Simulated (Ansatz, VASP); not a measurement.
## One calculation of GaSb, two programs

```xyz
12
Lattice="4.3213 0.0000 0.0000 0.0000 6.1112 0.0000 0.0000 0.0000 25.8032" Properties=species:S:1:pos:R:3 pbc="T T T"
Ga    2.1606    3.0556    7.5000
Ga    0.0000    0.0000    9.6606
Ga    2.1606    3.0556   11.8213
Ga    0.0000    0.0000   13.9819
Ga    2.1606    3.0556   16.1426
Ga    0.0000    0.0000   18.3032
Sb    0.0000    1.5278    7.5000
Sb    2.1606    4.5834    9.6606
Sb    0.0000    1.5278   11.8213
Sb    2.1606    4.5834   13.9819
Sb    0.0000    1.5278   16.1426
Sb    2.1606    4.5834   18.3032
```

Alike in both runs: task single point; functional PBEsol; k mesh 8 × 6 × 1; occupations gaussian, width 0.1 eV; no spin polarisation.

|  | VASP | Ansatz |
| --- | --- | --- |
| version | VASP 6.6.1 | Ansatz 0.2.0 |
| potentials or method | VASP PAW PBE potentials, release 64 (Ga_d, Sb), cutoff 520 eV | scalar-relativistic, plane waves, PAW |
| valence electrons in the cell | 108 | 168 |

```csv
,VASP,Ansatz,Ansatz less VASP
gap on the k mesh at the Fermi level (eV),0.09,0.10,+0.009
least direct gap on the mesh (eV),0.34,0.34,+0.001
rms of the force components (eV/Å),0.397,0.401,+0.0039
```

VASP's potentials were made for PBE, not for PBEsol. With one functional, cell and mesh, what is left measures potentials, basis and numerics. VASP's potentials hold 108 valence electrons a cell and Ansatz's 168, so a difference there can come from the potentials and not from the codes. Ansatz's warnings: xc potential rough in thin density.

Spin-orbit coupling is off throughout.
